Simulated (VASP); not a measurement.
# TaWC2 (R-3m) in VASP: notebook

The runs below take TaWC2 through single point, with PBE.

Everything below comes from runs of VASP 6.6.1. Logs are shortened: lines on timing, memory, paths and dates and some standing lists are left out, and cuts for length are marked.

### Step 1. The cell of the first run

It takes space group R-3m (No. 166, trigonal). The conventional cell has a = 3.205 Å, b = 3.205 Å, c = 15.605 Å, α = 90.00°, β = 90.00°, γ = 120.00°. Within 3.0 Å of W (site symmetry -3m) lie 6 C at 2.25 Å. Ta (site symmetry -3m) has 6 C at 2.27 Å within 3.0 Å. C (site symmetry 3m) has 3 W at 2.25 Å and 3 Ta at 2.27 Å within 3.0 Å.

### Step 2. Single point, PBE

File INCAR:

```
ALGO = Normal
EDIFF = 1E-6
ENCUT = 520
GGA = PE
ISIF = 2
ISMEAR = -1
LASPH = True
LCHARG = False
LREAL = False
LWAVE = False
NBANDS = 24
NELM = 60
PREC = Accurate
SIGMA = 0.05
```

File KPOINTS:

```
k-points
0
Gamma
  10 10 10
```

File POSCAR:

```
TaWC2
1.0
    1.6026836620      0.9253098436      5.2016768326
   -1.6026836620      0.9253098436      5.2016768326
    0.0000000000     -1.8506196874      5.2016768326
W Ta C
1 1 2
Direct
    0.0000000000      0.0000000000      0.0000000000
    0.5000000000      0.5000000000      0.5000000000
    0.2509330000      0.2509330000      0.2509330000
    0.7490670000      0.7490670000      0.7490670000
```

Potentials or basis: VASP PAW PBE potentials, release 64 (W_sv, Ta_pv, C).

Command:

```bash
$ cat potpaw_PBE.64/W_sv/POTCAR potpaw_PBE.64/Ta_pv/POTCAR potpaw_PBE.64/C/POTCAR > POTCAR
$ mpirun -np 1 vasp_std > vasp.out
```

OUTCAR:

```text
EDIFF = 1E-6
   ENCUT = 520
   GGA = PE
   ISIF = 2
   ISMEAR = -1
   LASPH = True
   LREAL = False
   NELM = 60
   PREC = Accurate

 ion  position               nearest neighbor table
   1  0.000  0.000  0.000-   4 2.25   4 2.25   3 2.25   3 2.25   4 2.25   3 2.25   2 3.19   2 3.19
                             2 3.19   2 3.19   2 3.19   2 3.19
   2  0.500  0.500  0.500-   3 2.27   3 2.27   4 2.27   4 2.27   3 2.27   4 2.27   1 3.19   1 3.19
                             1 3.19   1 3.19   1 3.19   1 3.19
   3  0.251  0.251  0.251-   1 2.25   1 2.25   1 2.25   2 2.27   2 2.27   2 2.27
   4  0.749  0.749  0.749-   1 2.25   1 2.25   1 2.25   2 2.27   2 2.27   2 2.27

  LATTYP: Found a trigonal (rhomboedric) cell.
 ALAT       =     5.5210719157
 COS(alpha) =     0.8314693846

  Lattice vectors:

 A1 = (   1.6026836620,   0.9253098436,   5.2016768326)
 A2 = (  -1.6026836620,   0.9253098436,   5.2016768326)
 A3 = (   0.0000000000,  -1.8506196874,   5.2016768326)

Analysis of symmetry for initial positions (statically):
=====================================================================
 Subroutine PRICEL returns:
 Original cell was already a primitive cell.

 Routine SETGRP: Setting up the symmetry group for a
 trigonal (rhombohedral) supercell.

 Subroutine GETGRP returns: Found 12 space group operations
 (whereof 12 operations were pure point group operations)
 out of a pool of 12 trial point group operations.

The static configuration has the point symmetry D_3d.

Analysis of symmetry for dynamics (positions and initial velocities):
=====================================================================
 Subroutine PRICEL returns:
 Original cell was already a primitive cell.

 Routine SETGRP: Setting up the symmetry group for a
 trigonal (rhombohedral) supercell.

 Subroutine GETGRP returns: Found 12 space group operations
 (whereof 12 operations were pure point group operations)
 out of a pool of 12 trial point group operations.

The dynamic configuration has the point symmetry D_3d.

 Subroutine INISYM returns: Found 12 space group operations
 (whereof 12 operations are pure point group operations),
 and found     1 'primitive' translations

----------------------------------------------------------------------------------------

                                     Primitive cell

[... 91 lines left out ...]
   LASPH  =      T    aspherical Exc in radial PAW
   ENCUT  =  520.0 eV  38.22 Ry    6.18 a.u.  10.27 10.27 10.27*2*pi/ulx,y,z
   NELM   =     60;   NELMIN=  2; NELMDL= -5     # of ELM steps
   EDIFF  = 0.1E-05   stopping-criterion for ELM
   LREAL  =      F    real-space projection
   EDIFFG = 0.1E-04   stopping-criterion for IOM
   NSW    =      0    number of steps for IOM
   IBRION =     -1    ionic relax: 0-MD 1-quasi-New 2-CG
   NFREE  =      0    steps in history (QN), initial steepest desc. (CG)
   ISIF   =      2    stress and relaxation
   ISYM   =      2    0-nonsym 1-usesym 2-fastsym
   POTIM  = 0.5000    time-step for ionic-motion
   TEBEG  =    0.0;   TEEND  =   0.0 temperature during run
   PSTRESS=    0.0 pullay stress
   NELECT =      33.0000    total number of electrons
   NUPDOWN=      -1.0000    fix difference up-down
   EMIN   =  10.00;   EMAX   =-10.00  energy-range for DOS
   EFERMI =   0.00;   METHOD = LEGACY
   ISMEAR =    -1;   SIGMA  =   0.05  broadening in eV -4-tet -1-fermi 0-gaus
   EFERMI_NEDOS =   21; number of points for ismear=-14 and -15
   IALGO  =     38    algorithm
   IMIX   =      4    mixing-type and parameters
     AMIX     =   0.40;   BMIX     =  1.00
     AMIX_MAG =   1.60;   BMIX_MAG =  1.00
  volume/ion in A,a.u.               =      11.57        78.08
  Fermi-wavevector in a.u.,A,eV,Ry     =   1.462524  2.763769 29.102533  2.138976
  Thomas-Fermi vector in A             =   2.578727
   LORBIT       =      0    0 simple, 1 ext, 2 COOP (PROOUT), +10 PAW based schemes
   GGA     = PE    functional components
   LHFCALC =     F    Hartree Fock is set to
   AEXX    =    0.0000 exact exchange contribution
   IVDW    =     0    specifies the selected vdW correction
   LEPSILON=     F    determine dielectric tensor
   LRPA    =     F    only Hartree local field effects (RPA)
 non-spin polarized calculation
  energy-cutoff  :      520.00
  volume of cell :       46.28
 maximum number of plane-waves:      1264
 NGX is ok and might be reduce to    42
   NGX = 21   NGY = 21   NGZ = 21

 number of electron      33.0000001 magnetization

 Free energy of the ion-electron system (eV)
  ---------------------------------------------------
  ext. energy  EPLUGINS =         0.00000000
  ---------------------------------------------------
  free energy    TOTEN  =       -43.63502667 eV

  energy without entropy =      -43.61933732  energy(sigma->0) =      -43.62718200

 E-fermi :   9.5319     XC(G=0): -13.0839

 val. band max:        9.5240189768   @ k =  -0.1000   0.2000   0.1000
 cond. band min:       9.5476219399   @ k =  -0.3000   0.1000  -0.0000
 fundamental gap:      0.0236029631
 Fermi energy:         9.5319417457

 k-point     1 :       0.0000    0.0000    0.0000
  band No.  band energies     occupation
      1     -65.8601      2.00000
      2     -30.0529      2.00000
      3     -29.9212      2.00000
      4     -29.9212      2.00000
      5     -26.2506      2.00000
      6     -25.9447      2.00000
[... 637 lines left out ...]
     23      15.0163      0.00000
     24      15.6095      0.00000

 [... further k-points ...]

------------------------ aborting loop because EDIFF is reached ----------------------------------------

  FORCE on cell =-STRESS in cart. coord.  units (eV):
  Direction    XX          YY          ZZ          XY          YZ          ZX
  --------------------------------------------------------------------------------------
  -------------------------------------------------------------------------------------
  Total       -5.5478309     -5.5478309     -5.5104868      0.0000000      0.0000000      0.0000000
  in kB     -192.0455238   -192.0455238   -190.7528075      0.0000000      0.0000000      0.0000000
  external PRESSURE =    -191.6146184 kB  Pullay stress =       0.0000000 kB

 VOLUME and BASIS-vectors are now :
 -----------------------------------------------------------------------------
  energy-cutoff  :      520.00
  volume of cell :       46.28
      direct lattice vectors                 reciprocal lattice vectors
     1.602683662  0.925309844  5.201676833     0.311976725  0.180119846  0.064081900
    -1.602683662  0.925309844  5.201676833    -0.311976725  0.180119846  0.064081900
     0.000000000 -1.850619687  5.201676833     0.000000000 -0.360239692  0.064081900

 POSITION                                       TOTAL-FORCE (eV/Angst)
 -----------------------------------------------------------------------------------
      0.00000      0.00000      0.00000         0.000000      0.000000      0.000000
      0.00000     -0.00000      7.80252         0.000000      0.000000      0.000000
      0.00000     -0.00000      3.91582         0.000000     -0.000000      0.046972
      0.00000     -0.00000     11.68921         0.000000      0.000000     -0.046972
 -----------------------------------------------------------------------------------
    total drift:                                0.000000      0.000000      0.000000

  FREE ENERGIE OF THE ION-ELECTRON SYSTEM (eV)
  ---------------------------------------------------
  free  energy   TOTEN  =       -43.6350266699 eV

  energy  without entropy=      -43.6193373247  energy(sigma->0) =      -43.62718200
```

OSZICAR:

```text
N       E                     dE             d eps       ncg     rms          rms(c)
DAV:   1     0.268112720540E+03    0.26811E+03   -0.16829E+04  5576   0.145E+03
DAV:   2    -0.369309124959E+02   -0.30504E+03   -0.29209E+03  6336   0.419E+02
DAV:   3    -0.505351910760E+02   -0.13604E+02   -0.13294E+02  7184   0.816E+01
DAV:   4    -0.507597597946E+02   -0.22457E+00   -0.22432E+00  6072   0.107E+01
DAV:   5    -0.507632396690E+02   -0.34799E-02   -0.34788E-02  7216   0.127E+00    0.343E+01
DAV:   6    -0.440472186153E+02    0.67160E+01   -0.30670E+01  6456   0.341E+01    0.103E+01
DAV:   7    -0.438937908431E+02    0.15343E+00   -0.33342E+00  7000   0.120E+01    0.778E+00
DAV:   8    -0.436722045708E+02    0.22159E+00   -0.11125E+00  6760   0.645E+00    0.438E+00
DAV:   9    -0.436362660182E+02    0.35939E-01   -0.10747E-01  6728   0.228E+00    0.587E-01
DAV:  10    -0.436351386388E+02    0.11274E-02   -0.54098E-03  7048   0.497E-01    0.200E-01
DAV:  11    -0.436350230227E+02    0.11562E-03   -0.92477E-04  6944   0.238E-01    0.572E-02
DAV:  12    -0.436350274463E+02   -0.44236E-05   -0.89868E-05  6584   0.607E-02    0.218E-02
DAV:  13    -0.436350266699E+02    0.77645E-06   -0.26852E-06  6280   0.117E-02
   1 F= -.43635027E+02 E0= -.43627182E+02  d E =-.156893E-01
```

Wall time 14 min (1 thread of Intel Xeon 8259CL, shared host); peak memory 0.32 GiB.

Results:

| Item | Value |
| --- | --- |
| Free energy | -43.6350 eV |
| Pressure | -19.2 GPa |
| Largest force | 0.047 eV/Å |
| Band gap on the k mesh | zero (an odd number of electrons rules out a gap without spin polarisation) |

Forces in eV/Å, atoms in the order of the input:
```
W    0.000  0.000  0.000
Ta   0.000  0.000  0.000
C    0.000  0.000  0.047
C    0.000  0.000 -0.047
```

Caveat: the cell stands under tension; spin-orbit coupling is left out, which moves the levels of the heavy elements; an odd number of electrons without spin polarisation forces a metal; a magnetic or distorted state may lie lower.

### Step 3. Single point, PBE

This run uses another cell than the first one, of 10.26 Å³/atom.

File INCAR:

```
SYSTEM = TaWC2
PREC = Accurate
ENCUT = 520
EDIFF = 1E-6
ISMEAR = -1
SIGMA = 0.05
LREAL = .FALSE.
LASPH = .TRUE.
NELM = 100
ALGO = Normal
ISIF = 2
LWAVE = .FALSE.
LCHARG = .FALSE.
GGA = PE
NBANDS = 24
```

File KPOINTS:

```
regular mesh
0
G
  10 10 10
  0 0 0
```

File POSCAR:

```
TaWC2
1.0
    1.5397674660      0.8889851610      4.9974757625
   -1.5397674660      0.8889851610      4.9974757625
    0.0000000000     -1.7779703220      4.9974757625
W Ta C
1 1 2
Direct
    0.0000000000      0.0000000000      0.0000000000
    0.5000000000      0.5000000000      0.5000000000
    0.2509330000      0.2509330000      0.2509330000
    0.7490670000      0.7490670000      0.7490670000
```

Potentials or basis: VASP PAW PBE potentials, release 64 (W_sv, Ta_pv, C).

Command:

```bash
$ cat potpaw_PBE.64/W_sv/POTCAR potpaw_PBE.64/Ta_pv/POTCAR potpaw_PBE.64/C/POTCAR > POTCAR
$ mpirun -np 1 vasp_std > vasp.out
```

Run time: 12 min. Hardware: 1 thread of Intel Xeon 8259CL, shared host; peak memory 0.29 GiB.

It converged, with:

```yaml
Free_energy: -43.6563 eV
Pressure: 22.0 GPa
Largest_force: 0.081 eV/Å
Band_gap_on_the_k_mesh: zero (an odd number of electrons rules out a gap without spin polarisation)
```

Forces in eV/Å, atoms in the order of the input:
```
W    0.000  0.000  0.000
Ta   0.000  0.000  0.000
C    0.000  0.000  0.081
C    0.000  0.000 -0.081
```

Stress tensor (GPa, compression positive):
```
21.99  0.00  0.00
 0.00 21.99  0.00
 0.00  0.00 22.09
```

Levels at points of the mesh, in eV from the Fermi level:
| k point | band 15 | band 16 | band 17 | band 18 | band 19 | band 20 |
| --- | --- | --- | --- | --- | --- | --- |
| (0.00, 0.00, 0.00) | -2.20 | -0.90 | -0.90 | -0.84 | -0.22 | -0.22 |
| (0.50, 0.00, 0.00) | -4.71 | -1.35 | -0.80 | 1.63 | 2.39 | 3.41 |
| (0.50, 0.50, 0.00) | -2.25 | -2.19 | 1.37 | 1.83 | 1.99 | 2.82 |
| (0.50, 0.50, 0.50) | -4.64 | -1.02 | -1.02 | 0.20 | 0.20 | 0.28 |

Caveat: the cell stands under pressure; spin-orbit coupling is left out, which moves the levels of the heavy elements; an odd number of electrons without spin polarisation forces a metal; a magnetic or distorted state may lie lower.

The gap in the log of VASP goes by the Fermi energy; the results here count the filled bands.